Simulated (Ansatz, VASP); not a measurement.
# Ir in VASP and in Ansatz

```xyz
1
Lattice="0.0000 1.8065 2.1678 1.8065 0.0000 2.1678 1.8065 1.8065 0.0000" Properties=species:S:1:pos:R:3 pbc="T T T"
Ir    0.0000    0.0000    0.0000
```

Alike in both runs: task single point; functional PBE; k mesh 24 × 24 × 24; occupations gaussian, width 0.15 eV; no spin polarisation.

|  | VASP | Ansatz |
| --- | --- | --- |
| version | VASP 6.6.1 | Ansatz 0.2.0 |
| potentials or method | VASP PAW PBE potentials, release 64 (Ir), cutoff 520 eV | scalar-relativistic, plane waves, PAW |
| valence electrons in the cell | 9 | 17 |

Ansatz gave:

```
gap on the k mesh at the Fermi level (eV)                     : none
pressure (GPa)                                                : 18.0
traceless stress, the component that is largest in VASP (GPa) : -42.47
```

Problem. Estimate VASP's values.

Solution. gap on the k mesh at the Fermi level (eV): none; pressure (GPa): 18.7; traceless stress, the component that is largest in VASP (GPa): -42.27.

A gap of «none» marks a metal or a gap that the smearing closes. VASP's potentials hold 9 valence electrons a cell and Ansatz's 17, so a difference there can come from the potentials and not from the codes.

Neither program's run includes spin-orbit coupling.
